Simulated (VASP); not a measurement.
# Pb in VASP: a series of runs, part 2 of 2

VASP 6.6.1. Earlier steps stand in the parts before.

## 4. Single point, PBE

File INCAR:

```
  ALGO = Normal
  EDIFF = 1E-6
  ENCUT = 520
  GGA = PE
  ISIF = 2
  ISMEAR = 0
  LASPH = T
  LCHARG = T
  LELF = T
  LREAL = F
  LVHAR = T
  LWAVE = F
  NBANDS = 21
  NELM = 100
  PREC = Accurate
  SIGMA = 0.1
```

File KPOINTS:

```
k-points
0
Gamma
  4 4 2
```

File POSCAR:

```
Pb
1.0
    3.0386068135     -1.7503199600      0.0000000000
    3.0386068135      1.7503199600      0.0000000000
   -2.1154626375      0.0000000000      6.0952248674
Pb
2
Direct
    0.0914915900      0.0914915900      0.2737078000
    0.9085084100      0.9085084100      0.7262922000
```

Potentials or basis: VASP PAW PBE potentials, release 64 (Pb_d).

Run with:

```sh
> cat potpaw_PBE.64/Pb_d/POTCAR > POTCAR
> mpirun -np 1 vasp_std > vasp.out
```

OUTCAR:

```text
EDIFF = 1E-6
   ENCUT = 520
   GGA = PE
   ISIF = 2
   ISMEAR = 0
   LASPH = T
   LREAL = F
   NELM = 100
   PREC = Accurate

 ion  position               nearest neighbor table
   1  0.091  0.091  0.274-   2 3.34   2 3.41   2 3.41   2 3.45
   2  0.909  0.909  0.726-   1 3.34   1 3.41   1 3.41   1 3.45

  LATTYP: Found a base centered monoclinic cell.
 ALAT       =     6.0772136270
 B/A-ratio  =     0.5760271293
 C/A-ratio  =     1.0616534713
 COS(beta)  =    -0.3278823751

  Lattice vectors:

 A1 = (   3.0386068135,  -1.7503199600,   0.0000000000)
 A2 = (   3.0386068135,   1.7503199600,   0.0000000000)
 A3 = (  -2.1154626375,   0.0000000000,   6.0952248674)

Analysis of symmetry for initial positions (statically):
=====================================================================
 Subroutine PRICEL returns:
 Original cell was already a primitive cell.

 Routine SETGRP: Setting up the symmetry group for a
 base centered monoclinic supercell.

 Subroutine GETGRP returns: Found  4 space group operations
 (whereof  4 operations were pure point group operations)
[... 150 lines left out ...]
  free energy    TOTEN  =        -6.77846142 eV

  energy without entropy =       -6.76817298  energy(sigma->0) =       -6.77331720

 E-fermi :   6.6482     XC(G=0):  -9.8189

 val. band max:        6.6439000485   @ k =   0.5000   0.5000   0.5000
 cond. band min:       6.6655031417   @ k =  -0.2500   0.2500   0.5000
 fundamental gap:      0.0216030932
 Fermi energy:         6.6481930922

 k-point     1 :       0.0000    0.0000    0.0000
  band No.  band energies     occupation
      1     -10.5965      2.00000
      2     -10.5106      2.00000
      3     -10.5068      2.00000
      4     -10.5029      2.00000
      5     -10.4989      2.00000
      6     -10.4628      2.00000
[... 325 lines left out ...]
     20      13.8390      0.00000
     21      14.9942      0.00000

------------------------ aborting loop because EDIFF is reached ----------------------------------------

  FORCE on cell =-STRESS in cart. coord.  units (eV):
  Direction    XX          YY          ZZ          XY          YZ          ZX
  --------------------------------------------------------------------------------------
  -------------------------------------------------------------------------------------
  Total        1.5239399      0.5998858     -0.7334637      0.0000000      0.0000000     -0.3739427
  in kB       37.6588227     14.8240705    -18.1249800      0.0000000      0.0000000     -9.2406809
  external PRESSURE =      11.4526377 kB  Pullay stress =       0.0000000 kB

 VOLUME and BASIS-vectors are now :
 -----------------------------------------------------------------------------
  energy-cutoff  :      520.00
  volume of cell :       64.84
      direct lattice vectors                 reciprocal lattice vectors
     3.038606813 -1.750319960  0.000000000     0.164549095 -0.285662057  0.057109864
     3.038606813  1.750319960  0.000000000     0.164549095  0.285662057  0.057109864
    -2.115462637  0.000000000  6.095224867     0.000000000  0.000000000  0.164062856

 POSITION                                       TOTAL-FORCE (eV/Angst)
 -----------------------------------------------------------------------------------
     -0.02300      0.00000      1.66831        -0.015355      0.000000      0.333229
      3.98476      0.00000      4.42691         0.015355      0.000000     -0.333229
 -----------------------------------------------------------------------------------
    total drift:                                0.000000      0.000000     -0.000000

  FREE ENERGIE OF THE ION-ELECTRON SYSTEM (eV)
  ---------------------------------------------------
  free  energy   TOTEN  =        -6.7784614239 eV

  energy  without entropy=       -6.7681729832  energy(sigma->0) =       -6.77331720
```

Wall time 38 s (1 thread of AMD EPYC 7R13, shared host); peak memory 0.15 GiB.

Results:

```yaml
Free_energy: -6.7785 eV
Pressure: 1.1 GPa
Largest_force: 0.334 eV/Å
Band_gap_on_the_k_mesh: zero (band 14 reaches 12.75 eV, above the bottom of band 15 at 5.64 eV)
```

Forces in eV/Å, atoms in the order of the input:
```
Pb  -0.015  0.000  0.333
Pb   0.015  0.000 -0.333
```

Levels at points of the mesh, in eV from the Fermi level:
```csv
k point,band 12,band 13,band 14,band 15,band 16,band 17
"(0.00, 0.00, 0.00)",-8.53,-4.10,6.10,6.30,6.34,6.38
"(0.50, 0.00, 0.00)",-6.76,-3.65,-2.59,0.20,2.92,3.31
"(0.50, 0.50, 0.00)",-7.73,-3.33,-2.96,1.82,2.26,2.69
"(0.00, 0.00, 0.50)",-10.03,-0.35,0.49,5.48,5.51,7.43
"(0.50, 0.00, 0.50)",-7.65,-3.25,-2.95,1.64,2.22,2.64
"(0.50, 0.50, 0.50)",-6.70,-3.68,-2.49,0.00,2.96,3.22
```

Caveat: the k points lie up to 0.53 Å⁻¹ apart; spin-orbit coupling is left out, which moves the levels of the heavy elements.

## 5. Single point, PBE

File INCAR:

```
SYSTEM = Pb
PREC = Accurate
ENCUT = 520
EDIFF = 1E-6
ISMEAR = 0
SIGMA = 0.1
LREAL = .False.
LASPH = .True.
NELM = 60
ALGO = Normal
ISIF = 2
LWAVE = .False.
LCHARG = .False.
GGA = PE
NBANDS = 21
```

File KPOINTS:

```
Automatic mesh
0
Gamma
  6 6 4
  0 0 0
```

POSCAR is that of step 4.

Run with:

```sh
> cat potpaw_PBE.64/Pb_d/POTCAR > POTCAR
> mpirun -np 1 vasp_std > vasp.out
```

It took 92 s on 1 thread of AMD EPYC 7R13, shared host; peak memory 0.18 GiB.

Results (log left out):

```yaml
Free_energy: -6.9332 eV
Pressure: 1.2 GPa
Largest_force: 0.187 eV/Å
Band_gap_on_the_k_mesh: zero (band 14 reaches 12.73 eV, above the bottom of band 15 at 5.12 eV)
```

Forces on the atoms (eV/Å):
```
Pb   0.004  0.000 -0.187
Pb  -0.004  0.000  0.187
```

Stress tensor (GPa, compression positive):
```
 0.17  0.00 -0.03
 0.00  0.48  0.00
-0.03  0.00  2.99
```

Levels at points of the mesh, in eV from the Fermi level:
| k point | band 10 | band 11 | band 12 | band 13 | band 14 | band 15 | band 16 | band 17 | band 18 | band 19 |
| --- | --- | --- | --- | --- | --- | --- | --- | --- | --- | --- |
| (0.00, 0.00, 0.00) | -16.83 | -11.49 | -8.41 | -3.98 | 6.21 | 6.39 | 6.43 | 6.50 | 6.63 | 9.19 |
| (0.50, 0.00, 0.00) | -16.72 | -8.26 | -6.66 | -3.53 | -2.48 | 0.32 | 3.01 | 3.43 | 4.04 | 6.24 |
| (0.50, 0.50, 0.00) | -16.76 | -7.64 | -7.62 | -3.23 | -2.82 | 1.94 | 2.37 | 2.80 | 5.32 | 6.31 |
| (0.00, 0.00, 0.50) | -16.77 | -10.89 | -9.88 | -0.24 | 0.61 | 5.59 | 5.62 | 7.53 | 7.68 | 9.11 |
| (0.50, 0.00, 0.50) | -16.76 | -7.66 | -7.56 | -3.16 | -2.81 | 1.76 | 2.33 | 2.76 | 5.27 | 6.27 |
| (0.50, 0.50, 0.50) | -16.73 | -8.33 | -6.60 | -3.55 | -2.38 | 0.12 | 3.05 | 3.34 | 4.09 | 6.29 |

Caveat: spin-orbit coupling is left out, which moves the levels of the heavy elements.

## 6. Single point, PBE

File INCAR:

```
PREC = Accurate
ENCUT = 520
EDIFF = 1E-6
ISMEAR = -5
SIGMA = 0.1
LREAL = F
LASPH = T
NELM = 60
ALGO = Normal
ISIF = 2
LWAVE = F
LCHARG = F
GGA = PE
NBANDS = 21
```

File KPOINTS:

```
Automatic mesh
0
Gamma
  6 6 4
```

POSCAR is that of step 5.

Potentials or basis: VASP PAW PBE potentials, release 64 (Pb_d).

Run with:

```sh
> cat potpaw_PBE.64/Pb_d/POTCAR > POTCAR
> mpirun -np 1 vasp_std > vasp.out
```

Wall time 99 s (1 thread of AMD EPYC 7R13, shared host); peak memory 0.18 GiB.

It converged, with:

| Item | Value |
| --- | --- |
| Free energy | -6.9759 eV |
| Pressure | 1.2 GPa |
| Largest force | 0.075 eV/Å |
| Band gap on the k mesh | zero (band 14 reaches 12.74 eV, above the bottom of band 15 at 5.12 eV) |

Forces in eV/Å, atoms in the order of the input:
```
Pb  -0.009  0.000 -0.074
Pb   0.009  0.000  0.074
```

Stress tensor (GPa, compression positive):
```
 0.68  0.00 -0.32
 0.00  0.41  0.00
-0.32  0.00  2.38
```

Levels at points of the mesh, in eV from the Fermi level:
```
           k point  band 10  band 11  band 12  band 13  band 14  band 15  band 16  band 17  band 18  band 19
(0.00, 0.00, 0.00)   -16.95   -11.62    -8.53    -4.11     6.08     6.27     6.32     6.38     6.49     9.08
(0.50, 0.00, 0.00)   -16.84    -8.38    -6.78    -3.65    -2.60     0.20     2.89     3.30     3.91     6.12
(0.50, 0.50, 0.00)   -16.89    -7.76    -7.74    -3.35    -2.95     1.82     2.24     2.68     5.19     6.19
(0.00, 0.00, 0.50)   -16.90   -11.01   -10.01    -0.37     0.49     5.46     5.50     7.41     7.55     8.99
(0.50, 0.00, 0.50)   -16.89    -7.78    -7.68    -3.28    -2.95     1.63     2.21     2.64     5.14     6.15
(0.50, 0.50, 0.50)   -16.84    -8.45    -6.72    -3.68    -2.50    -0.01     2.93     3.22     3.96     6.17
```

Caveat: spin-orbit coupling is left out, which moves the levels of the heavy elements; tetrahedron occupations give inexact forces and stress in metals.

## 7. Summary

| k mesh | smearing | gap on the mesh (eV) | pressure (GPa) | largest force (eV/Å) |
| --- | --- | --- | --- | --- |
| 3 × 2 × 4 | gaussian 0.1 eV | none | 0.7 | 0.09 |
| 4 × 4 × 2 | gaussian 0.1 eV | none | 1.1 | 0.33 |
| 6 × 6 × 4 | gaussian 0.1 eV | none | 1.2 | 0.19 |
| 6 × 6 × 4 | tetrahedron | none | 1.2 | 0.07 |

Some of these runs hold the atoms at other places in the same cell, which the table doesn't show; runs alike in all that it shows share one row.

Alike in all rows: task single point; level PBE; potentials or basis VASP PAW PBE potentials, release 64 (Pb_d); no spin polarisation; cell as given; cutoff (eV) 520.

Caveats: some runs use coarse meshes; spin-orbit coupling is left out, which moves the levels of the heavy elements; tetrahedron occupations give inexact forces and stress in metals (some runs).

Total energies depend on the potentials used, so only differences within one code and one set of settings carry meaning.
